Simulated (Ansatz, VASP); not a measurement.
## Two plane-wave programs on KF

Contents of POSCAR:

```
KF
1.0
    0.0000000000      2.6589566777      2.6589566777
    2.6589566777      0.0000000000      2.6589566777
    2.6589566777      2.6589566777      0.0000000000
K F
1 1
Direct
    0.0000000000      0.0000000000      0.0000000000
    0.5000000000      0.5000000000      0.5000000000
```

INCAR.step1

```
SYSTEM = KF
ALGO = Normal ; EDIFF = 1E-5
ENCUT = 520 ; GGA = PE
ISIF = 2 ; ISMEAR = 0
LASPH = .TRUE. ; LCHARG = .FALSE.
LREAL = .FALSE. ; LWAVE = .TRUE.
NBANDS = 15 ; NELM = 80
PREC = Accurate ; SIGMA = 0.01
```

The input INCAR.step2:

```
SYSTEM = KF
AEXX = 0.4 ; ALGO = Normal
EDIFF = 1E-6 ; ENCUT = 520
GGA = PE ; HFSCREEN = 0.1
ISIF = 2 ; ISMEAR = 0
ISTART = 1 ; LASPH = .TRUE.
LCHARG = .FALSE. ; LHFCALC = .TRUE.
LREAL = .FALSE. ; LWAVE = .FALSE.
NBANDS = 15 ; NELM = 80
PREC = Accurate ; PRECFOCK = Normal
SIGMA = 0.01
```

KPOINTS

```
k-points
0
G
  4 4 4
  0 0 0
```

Input for Ansatz:

```yaml
crystal:
  lattice:
    - [0.0, 2.6589566777, 2.6589566777]
    - [2.6589566777, 0.0, 2.6589566777]
    - [2.6589566777, 2.6589566777, 0.0]
  atoms:
    - { symbol: K, position: [0.0, 0.0, 0.0] }
    - { symbol: F, position: [0.5, 0.5, 0.5] }
kpoints:
  mp_grid: { grid: [4, 4, 4] }
hamiltonian:
  xc: { exchange: pbe, correlation: pbe, exx: { coeff: 0.4, omega: 0.1 } }
scf:
  occupations: { method: fixed }
  n_extra_bands: 4
output:
  forces: true
  stress: true
  eigenvalues: true
```

Alike in both runs: task single point; functional PBE-based screened hybrid with a share of 0.4 of exact exchange and HFSCREEN = 0.1; k mesh 4 × 4 × 4; no spin polarisation.

```csv
,VASP,Ansatz
version,VASP 6.6.1,Ansatz 0.2.0
potentials or method,"VASP PAW PBE potentials, release 64 (K_sv, F)",plane waves
plane-wave cutoff (eV),520,420
occupations,"gaussian, width 0.01 eV",fixed
valence electrons in the cell,16,16
```

VASP gave:

| Quantity | Value |
| --- | --- |
| gap on the k mesh at the Fermi level (eV) | 10.11 |
| pressure (GPa) | 0.5 |

Q: Estimate Ansatz's values.

A: gap on the k mesh at the Fermi level (eV): 10.12; pressure (GPa): 0.4.

VASP's potentials were made for PBE, not for PBE-based screened hybrid. Ansatz's warnings: stress exchange threshold loose, stress scf threshold loose.

The k mesh is coarse, so the values compare programs but aren't converged.
